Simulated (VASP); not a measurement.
# Mo (Im-3m) in VASP: further runs

Mo is run at these levels: LDA; tasks: single point, relaxation of cell and atoms.

Program: VASP 6.6.1. These are calculated values, not measurements. Logs are shortened: lines on timing, memory, paths and dates and some standing lists are left out, and cuts for length are marked.

## Step 1: The cell of the first run

Symmetry: Im-3m, No. 229, cubic system. Conventional cell: a = 3.112 Å, b = 3.112 Å, c = 3.112 Å, α = 90.00°, β = 90.00°, γ = 90.00°. Mo (site symmetry m-3m) has 14 Mo at 2.69 to 3.11 Å within 3.6 Å.

## Step 2: Single point, LDA

Input file INCAR:

```
ALGO     = Normal         # electronic algorithm
EDIFF    = 1E-7           # SCF threshold, eV
ENCUT    = 520            # plane-wave cutoff, eV
ISIF     = 2              # what is computed and relaxed
ISMEAR   = -1             # smearing method
LASPH    = T              # aspherical terms in the spheres
LCHARG   = T              # write CHGCAR
LELF     = T              # ELF
LREAL    = F              # projectors in reciprocal space
LVHAR    = T            
LWAVE    = F              # write WAVECAR
NBANDS   = 13             # bands
NELM     = 60             # most SCF steps
PREC     = Accurate       # precision mode
SIGMA    = 0.15           # smearing width, eV
```

Input file KPOINTS:

```
k-points
0
Gamma
  16 16 16
```

Input file POSCAR:

```
Mo
1.0
   -1.5557731865      1.5557731865      1.5557731865
    1.5557731865     -1.5557731865      1.5557731865
    1.5557731865      1.5557731865     -1.5557731865
Mo
1
Direct
    0.0000000000      0.0000000000      0.0000000000
```

Potentials or basis: VASP PAW LDA potentials, release 64 (Mo_sv).

The run is started by

```console
$ cat potpaw_LDA.64/Mo_sv/POTCAR > POTCAR
$ mpirun -np 1 vasp_std > vasp.out
```

OUTCAR:

```text
EDIFF = 1E-7
   ENCUT = 520
   ISIF = 2
   ISMEAR = -1
   LASPH = T
   LREAL = F
   NELM = 60
   PREC = Accurate

 ion  position               nearest neighbor table
   1  0.000  0.000  0.000-

  LATTYP: Found a body centered cubic cell.
 ALAT       =     3.1115463730

  Lattice vectors:

 A1 = (  -1.5557731865,   1.5557731865,   1.5557731865)
 A2 = (   1.5557731865,  -1.5557731865,   1.5557731865)
 A3 = (   1.5557731865,   1.5557731865,  -1.5557731865)

Analysis of symmetry for initial positions (statically):
=====================================================================
 Subroutine PRICEL returns:
 Original cell was already a primitive cell.

 Routine SETGRP: Setting up the symmetry group for a
 body centered cubic supercell.

 Subroutine GETGRP returns: Found 48 space group operations
 (whereof 48 operations were pure point group operations)
 out of a pool of 48 trial point group operations.

The static configuration has the point symmetry O_h .

Analysis of symmetry for dynamics (positions and initial velocities):
=====================================================================
 Subroutine PRICEL returns:
 Original cell was already a primitive cell.

 Routine SETGRP: Setting up the symmetry group for a
 body centered cubic supercell.

 Subroutine GETGRP returns: Found 48 space group operations
 (whereof 48 operations were pure point group operations)
 out of a pool of 48 trial point group operations.

The dynamic configuration has the point symmetry O_h .

 Subroutine INISYM returns: Found 48 space group operations
 (whereof 48 operations are pure point group operations),
 and found     1 'primitive' translations

----------------------------------------------------------------------------------------

                                     Primitive cell

  volume of cell :      15.0626

  direct lattice vectors                    reciprocal lattice vectors
    -1.555773186  1.555773186  1.555773186     0.000000000  0.321383608  0.321383608
     1.555773186 -1.555773186  1.555773186     0.321383608  0.000000000  0.321383608
     1.555773186  1.555773186 -1.555773186     0.321383608  0.321383608  0.000000000

  length of vectors
     2.694678204  2.694678204  2.694678204     0.454505057  0.454505057  0.454505057

  position of ions in fractional coordinates (direct lattice)
     0.000000000  0.000000000  0.000000000

  ion indices of the primitive-cell ions
   primitive index   ion index
                 1           1
[... 73 lines left out ...]
   LREAL  =      F    real-space projection
   EDIFFG = 0.1E-05   stopping-criterion for IOM
   NSW    =      0    number of steps for IOM
   IBRION =     -1    ionic relax: 0-MD 1-quasi-New 2-CG
   NFREE  =      0    steps in history (QN), initial steepest desc. (CG)
   ISIF   =      2    stress and relaxation
   ISYM   =      2    0-nonsym 1-usesym 2-fastsym
   POTIM  = 0.5000    time-step for ionic-motion
   TEBEG  =    0.0;   TEEND  =   0.0 temperature during run
   PSTRESS=    0.0 pullay stress
   NELECT =      14.0000    total number of electrons
   NUPDOWN=      -1.0000    fix difference up-down
   EMIN   =  10.00;   EMAX   =-10.00  energy-range for DOS
   EFERMI =   0.00;   METHOD = LEGACY
   ISMEAR =    -1;   SIGMA  =   0.15  broadening in eV -4-tet -1-fermi 0-gaus
   EFERMI_NEDOS =   21; number of points for ismear=-14 and -15
   IALGO  =     38    algorithm
   IMIX   =      4    mixing-type and parameters
     AMIX     =   0.40;   BMIX     =  1.00
     AMIX_MAG =   1.60;   BMIX_MAG =  1.00
  volume/ion in A,a.u.               =      15.06       101.65
  Fermi-wavevector in a.u.,A,eV,Ry     =   1.597661  3.019141 34.729141  2.552520
  Thomas-Fermi vector in A             =   2.695232
   LORBIT       =      0    0 simple, 1 ext, 2 COOP (PROOUT), +10 PAW based schemes
   GGA     = CA    functional components
   LHFCALC =     F    Hartree Fock is set to
   AEXX    =    0.0000 exact exchange contribution
   IVDW    =     0    specifies the selected vdW correction
   LEPSILON=     F    determine dielectric tensor
   LRPA    =     F    only Hartree local field effects (RPA)
 non-spin polarized calculation
  energy-cutoff  :      520.00
  volume of cell :       15.06
 maximum number of plane-waves:       420
   NGX =  9   NGY =  9   NGZ =  9

 number of electron      13.9999996 magnetization

 Free energy of the ion-electron system (eV)
  ---------------------------------------------------
  ext. energy  EPLUGINS =         0.00000000
  ---------------------------------------------------
  free energy    TOTEN  =       -12.15678866 eV

  energy without entropy =      -12.11150105  energy(sigma->0) =      -12.13414485

 E-fermi :  13.0674     XC(G=0): -13.8107

 val. band max:       13.0553986232   @ k =  -0.1875   0.1875   0.0625
 cond. band min:      13.0885754519   @ k =  -0.1250   0.1250   0.1250
 fundamental gap:      0.0331768287
 Fermi energy:        13.0673549868

 k-point     1 :       0.0000    0.0000    0.0000
  band No.  band energies     occupation
      1     -47.8612      2.00000
      2     -21.2099      2.00000
      3     -21.2099      2.00000
      4     -21.2099      2.00000
      5       5.7314      2.00000
      6      11.6319      1.99986
      7      11.6319      1.99986
      8      11.6319      1.99986
      9      14.7736      0.00002
     10      14.7736      0.00002
     11      27.9520      0.00000
     12      27.9520      0.00000
     13      27.9520      0.00000
[... 354 lines left out ...]
  band No.  band energies     occupation
      1     -47.5832      2.00000
      2     -22.4640      2.00000
      3     -21.7297      2.00000
      4     -21.3493      2.00000
      5       8.7511      2.00000
      6      10.0100      2.00000
      7      11.2539      1.99999
      8      14.1898      0.00112
      9      15.6034      0.00000
     10      17.9807      0.00000
     11      26.6518      0.00000
     12      28.2169      0.00000
     13      31.1232      0.00000

 [... further k-points ...]
[... 5 lines left out ...]
  --------------------------------------------------------------------------------------
  -------------------------------------------------------------------------------------
  Total        0.1081911      0.1081911      0.1081911      0.0000000      0.0000000      0.0000000
  in kB       11.5080940     11.5080940     11.5080940      0.0000000      0.0000000      0.0000000
  external PRESSURE =      11.5080940 kB  Pullay stress =       0.0000000 kB

 VOLUME and BASIS-vectors are now :
 -----------------------------------------------------------------------------
  energy-cutoff  :      520.00
  volume of cell :       15.06
      direct lattice vectors                 reciprocal lattice vectors
    -1.555773186  1.555773186  1.555773186     0.000000000  0.321383608  0.321383608
     1.555773186 -1.555773186  1.555773186     0.321383608  0.000000000  0.321383608
     1.555773186  1.555773186 -1.555773186     0.321383608  0.321383608  0.000000000

 POSITION                                       TOTAL-FORCE (eV/Angst)
 -----------------------------------------------------------------------------------
      0.00000      0.00000      0.00000         0.000000      0.000000     -0.000000
 -----------------------------------------------------------------------------------
    total drift:                                0.000000     -0.000000     -0.000000

  FREE ENERGIE OF THE ION-ELECTRON SYSTEM (eV)
  ---------------------------------------------------
  free  energy   TOTEN  =       -12.1567886551 eV

  energy  without entropy=      -12.1115010508  energy(sigma->0) =      -12.13414485
```

Run time: 53 s. Hardware: 1 thread of AMD EPYC 7R13, shared host; peak memory 0.11 GiB.

Results:

- Free energy: -12.1568 eV
- Pressure: 1.2 GPa
- Band gap on the k mesh: zero (band 7 reaches 17.31 eV, above the bottom of band 8 at 11.63 eV)

## Step 3: Relaxation of cell and atoms, LDA

Input file INCAR:

```
SYSTEM = Mo
PREC     = Accurate       ! precision mode
ENCUT    = 600            ! plane-wave cutoff, eV
EDIFF    = 1E-6           ! SCF threshold, eV
ISMEAR   = 0              ! smearing method
SIGMA    = 0.1            ! smearing width, eV
LREAL    = .FALSE.        ! projectors in reciprocal space
LASPH    = .TRUE.         ! aspherical terms in the spheres
NELM     = 100            ! most SCF steps
ALGO     = Fast           ! electronic algorithm
ISIF     = 3              ! what is computed and relaxed
LWAVE    = .FALSE.        ! write WAVECAR
LCHARG   = .FALSE.        ! write CHGCAR
GGA      = CA             ! functional
IBRION   = 2              ! ionic algorithm
NSW      = 100            ! ionic steps
EDIFFG   = -0.002         ! ionic threshold
```

Input file KPOINTS:

```
Automatic mesh
0
G
  16 16 16
  0 0 0
```

Input file POSCAR:

```
Mo
1.0
   -1.5561832920      1.5561832920      1.5561832920
    1.5561832920     -1.5561832920      1.5561832920
    1.5561832920      1.5561832920     -1.5561832920
Mo
1
Direct
    0.0000000000      0.0000000000      0.0000000000
```

Potentials or basis: VASP PAW LDA potentials, release 64 (Mo_sv).

The run is started by

```console
$ cat potpaw_LDA.64/Mo_sv/POTCAR > POTCAR
$ mpirun -np 1 vasp_std > vasp.out
```

Run time: 4.3 min. Hardware: 1 thread of AMD EPYC 7R13, shared host; peak memory 0.13 GiB.

It converged, with:

* Free energy: -12.1371 eV
* Relaxed volume: 15.11 Å³/atom
* Relaxed cell: a = 2.698 Å, b = 2.698 Å, c = 2.698 Å, α = 109.47°, β = 109.47°, γ = 109.47°
* Space group after relaxing (to 0.05 Å): Im-3m (No. 229)
* Energy gained by relaxing: 0.1 meV/atom
* Ionic steps: 7
* Pressure after relaxing: 0.0 GPa
* Band gap on the k mesh: zero (band 7 reaches 17.24 eV, above the bottom of band 8 at 11.59 eV)

Final structure:
```
Mo
1.0
    -1.55741    1.55741    1.55741
     1.55741   -1.55741    1.55741
     1.55741    1.55741   -1.55741
Mo
1
Direct
  0.00000 0.00000 0.00000
```

Levels at points of the mesh, in eV from the Fermi level:
| k point | band 4 | band 5 | band 6 | band 7 | band 8 | band 9 | band 10 | band 11 |
| --- | --- | --- | --- | --- | --- | --- | --- | --- |
| (0.00, 0.00, 0.00) | -34.31 | -7.35 | -1.45 | -1.45 | -1.45 | 1.67 | 1.67 | 14.85 |
| (0.50, 0.00, 0.00) | -34.33 | -5.56 | -3.59 | 1.73 | 1.80 | 2.38 | 5.01 | 12.01 |
| (0.50, 0.50, 0.50) | -35.40 | -5.75 | -5.75 | 4.20 | 4.20 | 4.20 | 9.30 | 9.30 |

## Step 4: Relaxation of cell and atoms, LDA

Input file INCAR:

```
SYSTEM = Mo
PREC     = Accurate       ! precision mode
ENCUT    = 600            ! plane-wave cutoff, eV
EDIFF    = 1E-6           ! SCF threshold, eV
ISMEAR   = -1             ! smearing method
SIGMA    = 0.15           ! smearing width, eV
LREAL    = .False.        ! projectors in reciprocal space
LASPH    = .True.         ! aspherical terms in the spheres
NELM     = 100            ! most SCF steps
ALGO     = Normal         ! electronic algorithm
ISIF     = 3              ! what is computed and relaxed
LWAVE    = .False.        ! write WAVECAR
LCHARG   = .False.        ! write CHGCAR
IBRION   = 2              ! ionic algorithm
NSW      = 80             ! ionic steps
EDIFFG   = -0.001         ! ionic threshold
```

Input file KPOINTS:

```
Automatic mesh
0
Gamma
  16 16 16
  0 0 0
```

Input file POSCAR:

```
Mo
1.0
   -1.5554689542      1.5554689542      1.5554689542
    1.5554689542     -1.5554689542      1.5554689542
    1.5554689542      1.5554689542     -1.5554689542
Mo
1
Direct
    0.0000000000      0.0000000000      0.0000000000
```

The run is started by

```console
$ cat potpaw_LDA.64/Mo_sv/POTCAR > POTCAR
$ mpirun -np 1 vasp_std > vasp.out
```

It took 2.5 min on 1 thread of AMD EPYC 7R13, shared host; peak memory 0.13 GiB.

It converged, with:

```yaml
Free_energy: -12.1569 eV
Relaxed_volume: 15.12 Å³/atom
Relaxed_cell: a = 2.698 Å, b = 2.698 Å, c = 2.698 Å, α = 109.47°, β = 109.47°, γ = 109.47°
Space_group_after_relaxing_to_0.05_Å: Im-3m (No. 229)
Energy_gained_by_relaxing: 0.3 meV/atom
Ionic_steps: 4
Pressure_after_relaxing: 0.0 GPa
Band_gap_on_the_k_mesh: zero (band 7 reaches 17.22 eV, above the bottom of band 8 at 11.58 eV)
```

The path:
| step | energy change (eV) | largest force (eV/Å) | pressure (GPa) | volume (Å³) |
| --- | --- | --- | --- | --- |
| 1 | 0.0000 | 0.0000 | 1.29 | 15.05 |
| 2 | 0.0021 | 0.0000 | -3.69 | 15.32 |
| 3 | -0.0003 | 0.0000 | -0.03 | 15.12 |
| 4 | -0.0003 | 0.0000 | 0.00 | 15.12 |

Final structure:
```
Mo
1.0
    -1.55773    1.55773    1.55773
     1.55773   -1.55773    1.55773
     1.55773    1.55773   -1.55773
Mo
1
Cartesian
  0.0000 0.0000 0.0000
```

Levels at points of the mesh, in eV from the Fermi level:
| k point | band 4 | band 5 | band 6 | band 7 | band 8 | band 9 | band 10 | band 11 |
| --- | --- | --- | --- | --- | --- | --- | --- | --- |
| (0.00, 0.00, 0.00) | -34.29 | -7.32 | -1.43 | -1.43 | -1.43 | 1.70 | 1.70 | 14.88 |
| (0.50, 0.00, 0.00) | -34.30 | -5.53 | -3.56 | 1.76 | 1.82 | 2.41 | 5.03 | 12.04 |
| (0.50, 0.50, 0.50) | -35.37 | -5.72 | -5.72 | 4.22 | 4.22 | 4.22 | 9.32 | 9.32 |

## Step 5: Summary

| task | cell | cutoff (eV) | smearing | gap on the mesh (eV) | pressure (GPa) | relaxed volume (Å³/atom) |
| --- | --- | --- | --- | --- | --- | --- |
| single point | a = 2.695 Å, angles 109.5°, 1 atom | 520 | fermi-dirac 0.15 eV | none | 1.2 | - |
| relaxation of cell and atoms | relaxed from a = 2.695 Å, angles 109.5°, 1 atom | 600 | gaussian 0.1 eV | none | 0.0 | 15.11 |
| relaxation of cell and atoms | relaxed from a = 2.694 Å, angles 109.5°, 1 atom | 600 | fermi-dirac 0.15 eV | none | 0.0 | 15.12 |

Alike in all rows: level LDA; potentials or basis VASP PAW LDA potentials, release 64 (Mo_sv); no spin polarisation; k mesh 16 × 16 × 16.

Total energies depend on the potentials used, so only differences within one code and one set of settings carry meaning.
